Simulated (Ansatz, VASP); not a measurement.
Two plane-wave programs on CaI

```
Ca I
1.0
     4.11168    0.00000    0.00000
    -2.05584    3.56082    0.00000
     0.00000    0.00000    4.46429
Ca I
1 1
Cartesian
  0.0000 0.0000 2.2321
  2.0558 1.1869 0.0000
```

Alike in both runs: functional r2SCAN; dispersion D4; k mesh 8 × 8 × 7; occupations fermi-dirac, width 0.1 eV; no spin polarisation.

Ansatz relaxed the structure, and its values are those at the end. VASP's run is a single point on that final structure, the one shown.

|  | VASP | Ansatz |
| --- | --- | --- |
| version | VASP 6.6.1 | Ansatz 0.2.0 |
| potentials or method | VASP PAW PBE potentials, release 64 (Ca_sv, I), cutoff 520 eV | plane waves, PAW |
| valence electrons in the cell | 17 | 27 |

|  | VASP | Ansatz | Ansatz less VASP |
| --- | --- | --- | --- |
| pressure (GPa) | 0.1 | 0.0 | -0.11 |

VASP's potentials were made for PBE, not for r2SCAN. VASP's potentials hold 17 valence electrons a cell and Ansatz's 27, so a difference there can come from the potentials and not from the codes.

Neither program's run includes spin-orbit coupling.
